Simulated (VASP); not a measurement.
Set up this calculation in VASP 6.6.1, as the native input.

```yaml
Task: single point
Functional: PBE
Potentials_or_basis: VASP PAW PBE potentials, release 64 (Cs_sv, As)
Cutoff: 520 eV
k_mesh: 6 × 6 × 8
Occupations: gaussian, width 0.1 eV
Spin: no spin polarisation
Dipole_correction: no
Further_INCAR_settings: ALGO = Normal; EDIFF = 1e-06; NBANDS = 34
```

The structure of CsAs3 lies in POSCAR:

```
CsAs3
1.0
    7.4199432781      0.0000000000      0.0000000000
   -3.7099716391      6.4258593735      0.0000000000
    0.0000000000      0.0000000000      5.5177963933
Cs As
2 6
Direct
    0.6666666667      0.3333333333      0.2500000000
    0.3333333333      0.6666666667      0.7500000000
    0.2263134724      0.1131567362      0.7500000000
    0.8868432638      0.1131567362      0.7500000000
    0.8868432638      0.7736865276      0.7500000000
    0.7736865276      0.8868432638      0.2500000000
    0.1131567362      0.8868432638      0.2500000000
    0.1131567362      0.2263134724      0.2500000000
```

The cell was generated, and may not be a known phase.

The input as run:

INCAR

```
ALGO     = Normal         # electronic algorithm
EDIFF    = 1E-6           # SCF threshold, eV
ENCUT    = 520            # plane-wave cutoff, eV
GGA      = PE             # functional
ISIF     = 2              # what is computed and relaxed
ISMEAR   = 0              # smearing method
LASPH    = True           # aspherical terms in the spheres
LCHARG   = True           # write CHGCAR
LELF     = True           # ELF
LREAL    = False          # projectors in reciprocal space
LVHAR    = True         
LWAVE    = False          # write WAVECAR
NBANDS   = 34             # bands
NELM     = 80             # most SCF steps
PREC     = Accurate       # precision mode
SIGMA    = 0.1            # smearing width, eV
```

KPOINTS

```
k-points
0
Gamma
  6 6 8
```

Potentials or basis: VASP PAW PBE potentials, release 64 (Cs_sv, As).

Launch:

```bash
$ cat potpaw_PBE.64/Cs_sv/POTCAR potpaw_PBE.64/As/POTCAR > POTCAR
$ mpirun -np 1 vasp_std > vasp.out
```

Results of the run:

```
Pressure               : 0.2 GPa
Largest force          : 0.051 eV/Å
Band gap on the k mesh : zero (bands 24 and 25 overlap by 0.76 eV)
```

Caveat: spin-orbit coupling is left out, which moves the levels of the heavy elements.

It took 3.2 min on 1 thread of Intel(R) Xeon(R) 6975P-C (Granite Rapids) (shared host), peak memory 0.5 GiB.
